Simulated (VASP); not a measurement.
Input of a VASP 6.6.1 run:

File INCAR:

```
SYSTEM = Al2Cu
PREC = Accurate ; ENCUT = 520
EDIFF = 1E-6 ; ISMEAR = 0
SIGMA = 0.15 ; LREAL = .False.
LASPH = .True. ; NELM = 60
ALGO = Fast ; ISIF = 2
LWAVE = .False. ; LCHARG = .False.
GGA = PS ; NBANDS = 26
```

The input KPOINTS:

```
regular mesh
0
Gamma
  12 12 12
  0 0 0
```

Contents of POSCAR:

```
Al2Cu
1.0
   -2.9965506923      2.9965506923      2.4139243086
    2.9965506923     -2.9965506923      2.4139243086
    2.9965506923      2.9965506923     -2.4139243086
Al Cu
4 2
Direct
    0.1593199580      0.6593199580      0.8186399160
    0.6593199580      0.8406800420      0.5000000000
    0.8406800420      0.3406800420      0.1813600840
    0.3406800420      0.1593199580      0.5000000000
    0.7500000000      0.7500000000      0.0000000000
    0.2500000000      0.2500000000      0.0000000000
```

Potentials or basis: VASP PAW PBE potentials, release 64 (Al, Cu).

Command:

```console
$ cat potpaw_PBE.64/Al/POTCAR potpaw_PBE.64/Cu/POTCAR > POTCAR
$ mpirun -np 1 vasp_std > vasp.out
```

Problem. Predict the largest force.

Solution. 0.016 eV/Å.

Problem. What does it give for the band gap on the k mesh?

Solution. Zero (bands 17 and 18 overlap by 4.40 eV).

Forces in eV/Å, atoms in the order of the input:
```
Al  -0.011 -0.011  0.000
Al   0.011 -0.011  0.000
Al   0.011  0.011  0.000
Al  -0.011  0.011  0.000
Cu   0.000  0.000  0.000
Cu   0.000  0.000  0.000
```

Caveat: the PAW data sets were made with another functional, which shifts forces and pressure a little.
